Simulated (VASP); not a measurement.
# CoO (R3m) in VASP: notebook

Runs on CoO. Level: PBE. Tasks: single point.

All numbers are computed with VASP 6.6.1; they aren't measurements. Logs are shortened: lines on timing, memory, paths and dates and some standing lists are left out, and cuts for length are marked.

### 1 The cell of the first run

Symmetry: R3m, No. 160, trigonal system. Conventional cell: a = 3.204 Å, b = 3.204 Å, c = 7.699 Å, α = 90.00°, β = 90.00°, γ = 120.00°. Co (site symmetry 3m) has 4 O at 1.91 to 1.96 Å within 2.5 Å. Within 2.5 Å of O (site symmetry 3m) lie 4 Co at 1.91 to 1.96 Å.

### 2 Single point, PBE, collinear spin, antiferromagnetic start

Contents of INCAR:

```
SYSTEM = CoO
ALGO = Normal
EDIFF = 1E-7
ENCUT = 520
GGA = PE
ISIF = 2
ISMEAR = 0
ISPIN = 2
LASPH = .True.
LCHARG = .False.
LMAXMIX = 4
LORBIT = 11
LREAL = .False.
LWAVE = .False.
MAGMOM = -2.27 2.27 -0.16 0.16
NBANDS = 27
NELM = 150
PREC = Accurate
SIGMA = 0.01
```

Contents of KPOINTS:

```
k-points
0
Gamma
  6 6 6
  0 0 0
```

Contents of POSCAR:

```
CoO
1.0
    1.6022198417      0.9250420569      5.1329417806
   -1.6022198417      0.9250420569      5.1329417806
    0.0000000000     -1.8500841138      5.1329417806
Co O
2 2
Direct
    0.9994877300      0.9994877300      0.9994877300
    0.4994905900      0.4994905900      0.4994905900
    0.3754955300      0.3754955300      0.3754955300
    0.8755255000      0.8755255000      0.8755255000
```

Potentials or basis: VASP PAW PBE potentials, release 64 (Co, O).

Run with:

```sh
$ cat potpaw_PBE.64/Co/POTCAR potpaw_PBE.64/O/POTCAR > POTCAR
$ mpirun -np 1 vasp_std > vasp.out
```

OUTCAR:

```text
SYSTEM = CoO
   EDIFF = 1E-7
   ENCUT = 520
   GGA = PE
   ISIF = 2
   ISMEAR = 0
   ISPIN = 2
   LASPH = .True.
   LORBIT = 11
   LREAL = .False.
   NELM = 150
   PREC = Accurate

 ion  position               nearest neighbor table
   1  0.999  0.999  0.999-   4 1.91   3 1.96   3 1.96   3 1.96
   2  0.499  0.499  0.499-   3 1.91   4 1.96   4 1.96   4 1.96
   3  0.375  0.375  0.375-   2 1.91   1 1.96   1 1.96   1 1.96
   4  0.876  0.876  0.876-   1 1.91   2 1.96   2 1.96   2 1.96

  LATTYP: Found a trigonal (rhomboedric) cell.
 ALAT       =     5.4561802162
 COS(alpha) =     0.8275366594

  Lattice vectors:

 A1 = (   1.6022198417,   0.9250420569,   5.1329417806)
 A2 = (  -1.6022198417,   0.9250420569,   5.1329417806)
 A3 = (   0.0000000000,  -1.8500841138,   5.1329417806)

Analysis of symmetry for initial positions (statically):
=====================================================================
 Subroutine PRICEL returns:
 Original cell was already a primitive cell.

 Routine SETGRP: Setting up the symmetry group for a
 trigonal (rhombohedral) supercell.

 Subroutine GETGRP returns: Found  6 space group operations
 (whereof  6 operations were pure point group operations)
 out of a pool of 12 trial point group operations.

The static configuration has the point symmetry C_3v.

Analysis of symmetry for dynamics (positions and initial velocities):
=====================================================================
 Subroutine PRICEL returns:
 Original cell was already a primitive cell.

 Routine SETGRP: Setting up the symmetry group for a
 trigonal (rhombohedral) supercell.

 Subroutine GETGRP returns: Found  6 space group operations
 (whereof  6 operations were pure point group operations)
 out of a pool of 12 trial point group operations.

The dynamic configuration has the point symmetry C_3v.

Analysis of structural, dynamic, and magnetic symmetry:
=====================================================================
 Subroutine PRICEL returns:
 Original cell was already a primitive cell.

 Routine SETGRP: Setting up the symmetry group for a
 trigonal (rhombohedral) supercell.

 Subroutine GETGRP returns: Found  6 space group operations
 (whereof  6 operations were pure point group operations)
 out of a pool of 12 trial point group operations.

The overall configuration has the point symmetry C_3v.

 Subroutine INISYM returns: Found  6 space group operations
 (whereof  6 operations are pure point group operations),
 and found     1 'primitive' translations

----------------------------------------------------------------------------------------

                                     Primitive cell

  volume of cell :      45.6458

  direct lattice vectors                    reciprocal lattice vectors
     1.602219842  0.925042057  5.132941781     0.312067038  0.180171988  0.064940018
    -1.602219842  0.925042057  5.132941781    -0.312067038  0.180171988  0.064940018
     0.000000000 -1.850084114  5.132941781     0.000000000 -0.360343977  0.064940018

  length of vectors
     5.456180216  5.456180216  5.456180216     0.366148860  0.366148860  0.366148860

  position of ions in fractional coordinates (direct lattice)
     0.999487730  0.999487730  0.999487730
     0.499490590  0.499490590  0.499490590
     0.375495530  0.375495530  0.375495530
     0.875525500  0.875525500  0.875525500

  ion indices of the primitive-cell ions
   primitive index   ion index
                 1           1
                 2           2
                 3           3
                 4           4

----------------------------------------------------------------------------------------

 KPOINTS: k-points

Automatic generation of k-mesh.
 Grid dimensions read from file:
 generate k-points for:    6    6    6

 Generating k-lattice:

  Cartesian coordinates                     Fractional coordinates (reciprocal lattice)
     0.052011173  0.030028665  0.010823336     0.166666667 -0.000000000  0.000000000
    -0.052011173  0.030028665  0.010823336    -0.000000000  0.166666667  0.000000000
     0.000000000 -0.060057329  0.010823336     0.000000000  0.000000000  0.166666667

  Length of vectors
     0.061024810  0.061024810  0.061024810

  Shift w.r.t. Gamma in fractional coordinates (k-lattice)
     0.000000000  0.000000000  0.000000000

 Subroutine IBZKPT returns following result:
 ===========================================

 Found     32 irreducible k-points:

 Following reciprocal coordinates:
            Coordinates               Weight
  0.000000  0.000000  0.000000      1.000000
  0.166667  0.000000  0.000000      6.000000
  0.333333  0.000000  0.000000      6.000000
  0.500000 -0.000000  0.000000      3.000000
  0.166667  0.166667  0.000000      6.000000
  0.333333  0.166667  0.000000     12.000000
[... 16 lines left out ...]
  0.500000  0.500000  0.166667      6.000000
 -0.333333  0.500000  0.166667     12.000000
 [... further k-points ...]
   k-points           NKPTS =     32   k-points in BZ     NKDIM =     32   number of bands    NBANDS=     27
   number of dos      NEDOS =    301   number of ions     NIONS =      4
   total plane-waves  NPLWV =  74088
   dimension x,y,z NGX =    42 NGY =   42 NGZ =   42
   dimension x,y,z NGXF=    84 NGYF=   84 NGZF=   84
   ions per type =               2   2
   NGX,Y,Z   is equivalent  to a cutoff of  12.80, 12.80, 12.80 a.u.
   NGXF,Y,Z  is equivalent  to a cutoff of  25.59, 25.59, 25.59 a.u.
 SYSTEM =  CoO
   PREC   = accura    normal or accurate (medium, high low for compatibility)
   ISTART =      0    job   : 0-new  1-cont  2-samecut
   ICHARG =      2    charge: 1-file 2-atom 10-const
   ISPIN  =      2    spin polarized calculation?
   LNONCOLLINEAR =      F non collinear calculations
   LSORBIT =      F    spin-orbit coupling
   LASPH  =      T    aspherical Exc in radial PAW
   ENCUT  =  520.0 eV  38.22 Ry    6.18 a.u.  10.14 10.14 10.14*2*pi/ulx,y,z
   NELM   =    150;   NELMIN=  2; NELMDL= -5     # of ELM steps
   EDIFF  = 0.1E-06   stopping-criterion for ELM
   LREAL  =      F    real-space projection
   EDIFFG = 0.1E-05   stopping-criterion for IOM
   NSW    =      0    number of steps for IOM
   IBRION =     -1    ionic relax: 0-MD 1-quasi-New 2-CG
   NFREE  =      0    steps in history (QN), initial steepest desc. (CG)
   ISIF   =      2    stress and relaxation
   ISYM   =      2    0-nonsym 1-usesym 2-fastsym
   POTIM  = 0.5000    time-step for ionic-motion
   TEBEG  =    0.0;   TEEND  =   0.0 temperature during run
   PSTRESS=    0.0 pullay stress
   NELECT =      30.0000    total number of electrons
   NUPDOWN=      -1.0000    fix difference up-down
   EMIN   =  10.00;   EMAX   =-10.00  energy-range for DOS
   EFERMI =   0.00;   METHOD = LEGACY
   ISMEAR =     0;   SIGMA  =   0.01  broadening in eV -4-tet -1-fermi 0-gaus
   EFERMI_NEDOS =   21; number of points for ismear=-14 and -15
   IALGO  =     38    algorithm
   IMIX   =      4    mixing-type and parameters
     AMIX     =   0.40;   BMIX     =  1.00
     AMIX_MAG =   1.60;   BMIX_MAG =  1.00
  volume/ion in A,a.u.               =      11.41        77.01
  Fermi-wavevector in a.u.,A,eV,Ry     =   1.423360  2.689761 27.564786  2.025955
  Thomas-Fermi vector in A             =   2.543966
   LORBIT       =     11    0 simple, 1 ext, 2 COOP (PROOUT), +10 PAW based schemes
   GGA     = PE    functional components
   LHFCALC =     F    Hartree Fock is set to
   AEXX    =    0.0000 exact exchange contribution
   IVDW    =     0    specifies the selected vdW correction
   LEPSILON=     F    determine dielectric tensor
   LRPA    =     F    only Hartree local field effects (RPA)
 spin polarized calculation
 Gauss-broadening in eV      SIGMA  =   0.01
  energy-cutoff  :      520.00
  volume of cell :       45.65
 maximum number of plane-waves:      1242
 NGX is ok and might be reduce to    42
   NGX = 21   NGY = 21   NGZ = 21

 number of electron      30.0000005 magnetization       0.0000101

 number of electron      30.0000005 magnetization      -0.0000002

 Free energy of the ion-electron system (eV)
  ---------------------------------------------------
  ext. energy  EPLUGINS =         0.00000000
  ---------------------------------------------------
  free energy    TOTEN  =       -26.92545349 eV

  energy without entropy =      -26.92545349  energy(sigma->0) =      -26.92545349

 E-fermi :   6.3747     XC(G=0): -11.2024

 val. band max:        6.3242097193   @ k =   0.5000   0.5000   0.5000
 cond. band min:       6.4601737336   @ k =   0.0000   0.0000   0.0000
 fundamental gap:      0.1359640143
 Fermi energy:         6.3746596023

 spin component 1

 k-point     1 :       0.0000    0.0000    0.0000
  band No.  band energies     occupation
      1     -13.7534      1.00000
      2     -13.0341      1.00000
      3      -0.6786      1.00000
      4       0.2095      1.00000
      5       0.2095      1.00000
      6       0.3385      1.00000
[... 19 lines left out ...]
     26      20.8679      0.00000
     27      23.5184      0.00000
[... 667 lines left out ...]
      5       0.4630      1.00000
      6       0.7018      1.00000
[... 19 lines left out ...]
     26      20.6411      0.00000
     27      21.2324      0.00000

 [... further k-points ...]

 spin component 2

 k-point     1 :       0.0000    0.0000    0.0000
  band No.  band energies     occupation
      1     -13.7533      1.00000
      2     -13.0343      1.00000
      3      -0.6784      1.00000
      4       0.2087      1.00000
      5       0.2087      1.00000
      6       0.3379      1.00000
[... 19 lines left out ...]
     26      20.8675      0.00000
     27      23.5185      0.00000
[... 667 lines left out ...]
      5       0.4629      1.00000
      6       0.7005      1.00000
[... 19 lines left out ...]
     26      20.6403      0.00000
     27      21.2322      0.00000

 [... further k-points ...]
[... 5 lines left out ...]
  --------------------------------------------------------------------------------------
  -------------------------------------------------------------------------------------
  Total       -0.0261870     -0.0261870     -0.6672854      0.0000000      0.0000000     -0.0000000
  in kB       -0.9191680     -0.9191680    -23.4218397      0.0000000      0.0000000     -0.0000000
  external PRESSURE =      -8.4200586 kB  Pullay stress =       0.0000000 kB

 VOLUME and BASIS-vectors are now :
 -----------------------------------------------------------------------------
  energy-cutoff  :      520.00
  volume of cell :       45.65
      direct lattice vectors                 reciprocal lattice vectors
     1.602219842  0.925042057  5.132941781     0.312067038  0.180171988  0.064940018
    -1.602219842  0.925042057  5.132941781    -0.312067038  0.180171988  0.064940018
     0.000000000 -1.850084114  5.132941781     0.000000000 -0.360343977  0.064940018

 POSITION                                       TOTAL-FORCE (eV/Angst)
 -----------------------------------------------------------------------------------
      0.00000      0.00000     15.39094         0.000000      0.000000     -0.138338
      0.00000      0.00000      7.69157         0.000000     -0.000000     -0.141623
      0.00000      0.00000      5.78219         0.000000      0.000000      0.143575
      0.00000      0.00000     13.48206         0.000000      0.000000      0.136386
 -----------------------------------------------------------------------------------
    total drift:                                0.000000     -0.000000     -0.000400

  FREE ENERGIE OF THE ION-ELECTRON SYSTEM (eV)
  ---------------------------------------------------
  free  energy   TOTEN  =       -26.9254534886 eV

  energy  without entropy=      -26.9254534886  energy(sigma->0) =      -26.92545349

 total charge

# of ion       s       p       d       tot
------------------------------------------
    1        0.350   0.449   7.217   8.015
    2        0.349   0.448   7.217   8.014
    3        1.552   3.441   0.000   4.993
    4        1.552   3.441   0.000   4.993
--------------------------------------------------
tot          3.802   7.779  14.434  26.014

 magnetization (x)

# of ion       s       p       d       tot
------------------------------------------
    1       -0.009  -0.047  -2.177  -2.233
    2        0.009   0.047   2.177   2.233
    3       -0.011  -0.132   0.000  -0.143
    4        0.011   0.132   0.000   0.143
--------------------------------------------------
tot         -0.000  -0.000   0.000   0.000
```

It took 2.4 min on 1 thread of Intel Xeon Platinum 8559C (Emerald Rapids), shared host; peak memory 0.33 GiB.

Results:

```yaml
Free_energy: -26.9255 eV
Pressure: -0.8 GPa
Largest_force: 0.144 eV/Å
Band_gap_on_the_k_mesh: 0.14 eV
Net_moment: 0.00 μB per cell
Site_moments: Co -2.23, +2.23; O -0.14, +0.14 μB
Valence_electrons_inside_the_program's_atomic_spheres: Co 8.02, 8.01; O 4.99
```

Forces on the atoms (eV/Å):
```
Co   0.000  0.000 -0.138
Co   0.000  0.000 -0.142
O    0.000  0.000  0.144
O    0.000  0.000  0.136
```

Levels at points of the mesh, in eV from the valence-band top:
Spin up:
```csv
k point,band 12,band 13,band 14,band 15,band 16,band 17,band 18,band 19
"(0.00, 0.00, 0.00)",-1.06,-1.06,-0.29,-0.29,0.14,1.64,1.98,1.98
"(0.50, 0.00, 0.00)",-1.87,-1.48,-0.45,-0.24,0.15,0.60,1.12,5.81
"(0.50, 0.50, 0.00)",-1.69,-1.54,-0.56,-0.54,0.16,0.89,1.20,5.42
"(0.50, 0.50, 0.50)",-1.28,-1.28,0.00,0.00,0.87,1.95,1.95,2.54
```
Spin down:
```csv
k point,band 13,band 14,band 15,band 16,band 17,band 18
"(0.00, 0.00, 0.00)",-1.06,-0.29,-0.29,0.14,1.63,1.98
"(0.50, 0.00, 0.00)",-1.48,-0.45,-0.24,0.15,0.60,1.12
"(0.50, 0.50, 0.00)",-1.54,-0.56,-0.54,0.16,0.88,1.20
"(0.50, 0.50, 0.50)",-1.28,0.00,0.00,0.87,1.95,1.95
```

A k mesh can miss the band edges.

### 3 Single point, PBE, collinear spin, antiferromagnetic start

Contents of INCAR:

```
PREC = Accurate ; ENCUT = 520
EDIFF = 1E-6 ; ISMEAR = 0
SIGMA = 0.01 ; LREAL = F
LASPH = T ; NELM = 150
ALGO = Normal ; ISIF = 2
LWAVE = F ; LCHARG = F
ISPIN = 2 ; MAGMOM = -2.27 2.27 -0.16 0.16
LORBIT = 11 ; LMAXMIX = 4
GGA = PE ; NBANDS = 27
```

Contents of KPOINTS:

```
regular mesh
0
Gamma
  12 12 12
```

POSCAR is that of step 2.

Potentials or basis: VASP PAW PBE potentials, release 64 (Co, O).

Run with:

```sh
$ cat potpaw_PBE.64/Co/POTCAR potpaw_PBE.64/O/POTCAR > POTCAR
$ mpirun -np 1 vasp_std > vasp.out
```

Run time: 11 min. Hardware: 1 thread of AMD EPYC 9R45 (Zen 5), shared host; peak memory 0.51 GiB.

The run converged. Its results:

| Quantity | Value |
| --- | --- |
| Free energy | -26.9286 eV |
| Pressure | -0.9 GPa |
| Largest force | 0.139 eV/Å |
| Band gap on the k mesh | 0.14 eV |
| Net moment | 0.00 μB per cell |
| Site moments | Co -2.23, +2.23; O -0.14, +0.14 μB |
| Valence electrons inside the program's atomic spheres | Co 8.02, 8.01; O 4.99 |

Forces in eV/Å, atoms in the order of the input:
```
Co   0.000  0.000 -0.134
Co   0.000  0.000 -0.137
O    0.000  0.000  0.139
O    0.000  0.000  0.132
```

Stress tensor (GPa, compression positive):
```
-0.22  0.00  0.00
 0.00 -0.22  0.00
 0.00  0.00 -2.28
```

Levels at points of the mesh, in eV from the valence-band top:
Spin up:
```tsv
k point	band 11	band 12	band 13	band 14	band 15	band 16	band 17	band 18	band 19	band 20
(0.00, 0.00, 0.00)	-1.85	-1.06	-1.06	-0.29	-0.29	0.14	1.64	1.98	1.98	5.67
(0.50, 0.00, 0.00)	-2.09	-1.87	-1.48	-0.44	-0.24	0.15	0.61	1.12	5.81	5.98
(0.50, 0.50, 0.00)	-2.07	-1.69	-1.54	-0.56	-0.53	0.16	0.89	1.19	5.43	5.72
(0.50, 0.50, 0.50)	-1.41	-1.28	-1.28	0.00	0.00	0.87	1.95	1.95	2.54	2.99
```
Spin down:
```csv
k point,band 12,band 13,band 14,band 15,band 16,band 17,band 18,band 19
"(0.00, 0.00, 0.00)",-1.06,-1.06,-0.29,-0.29,0.14,1.64,1.98,1.98
"(0.50, 0.00, 0.00)",-1.87,-1.48,-0.44,-0.24,0.15,0.60,1.12,5.81
"(0.50, 0.50, 0.00)",-1.69,-1.54,-0.56,-0.53,0.16,0.89,1.19,5.43
"(0.50, 0.50, 0.50)",-1.28,-1.28,0.00,0.00,0.87,1.95,1.95,2.54
```

A k mesh can miss the band edges.

### 4 Single point, PBE, collinear spin, antiferromagnetic start

Contents of INCAR:

```
SYSTEM = CoO
ALGO = Normal
EDIFF = 1E-6
ENCUT = 520
GGA = PE
ISIF = 2
ISMEAR = 0
ISPIN = 2
LASPH = .True.
LCHARG = .False.
LMAXMIX = 4
LORBIT = 11
LREAL = .False.
LWAVE = .False.
MAGMOM = -2.27 2.27 -0.16 0.16
NBANDS = 27
NELM = 150
PREC = Accurate
SIGMA = 0.01
```

Contents of KPOINTS:

```
k-points
0
Gamma
  12 12 12
  0 0 0
```

POSCAR is that of step 3.

Run with:

```sh
$ cat potpaw_PBE.64/Co/POTCAR potpaw_PBE.64/O/POTCAR > POTCAR
$ mpirun -np 1 vasp_std > vasp.out
```

Wall time 12 min (1 thread of Intel Xeon 6975P-C (Granite Rapids), shared host); peak memory 0.54 GiB.

Results (log left out):

```
Free energy                                           : -26.9286 eV
Pressure                                              : -0.9 GPa
Largest force                                         : 0.139 eV/Å
Band gap on the k mesh                                : 0.14 eV
Net moment                                            : 0.00 μB per cell
Site moments                                          : Co -2.23, +2.23; O -0.14, +0.14 μB
Valence electrons inside the program's atomic spheres : Co 8.02, 8.01; O 4.99
```

Forces in eV/Å, atoms in the order of the input:
```
Co   0.000  0.000 -0.134
Co   0.000  0.000 -0.137
O    0.000  0.000  0.139
O    0.000  0.000  0.132
```

Stress tensor (GPa, compression positive):
```
-0.22  0.00  0.00
 0.00 -0.22  0.00
 0.00  0.00 -2.28
```

Levels at points of the mesh, in eV from the valence-band top:
Spin up:
| k point | band 13 | band 14 | band 15 | band 16 | band 17 | band 18 |
| --- | --- | --- | --- | --- | --- | --- |
| (0.00, 0.00, 0.00) | -1.06 | -0.29 | -0.29 | 0.14 | 1.64 | 1.98 |
| (0.50, 0.00, 0.00) | -1.48 | -0.44 | -0.24 | 0.15 | 0.61 | 1.12 |
| (0.50, 0.50, 0.00) | -1.54 | -0.56 | -0.53 | 0.16 | 0.89 | 1.19 |
| (0.50, 0.50, 0.50) | -1.28 | 0.00 | 0.00 | 0.87 | 1.95 | 1.95 |
Spin down:
```tsv
k point	band 13	band 14	band 15	band 16	band 17	band 18
(0.00, 0.00, 0.00)	-1.06	-0.29	-0.29	0.14	1.64	1.98
(0.50, 0.00, 0.00)	-1.48	-0.44	-0.24	0.15	0.60	1.12
(0.50, 0.50, 0.00)	-1.54	-0.56	-0.53	0.16	0.89	1.19
(0.50, 0.50, 0.50)	-1.28	0.00	0.00	0.87	1.95	1.95
```

A k mesh can miss the band edges.
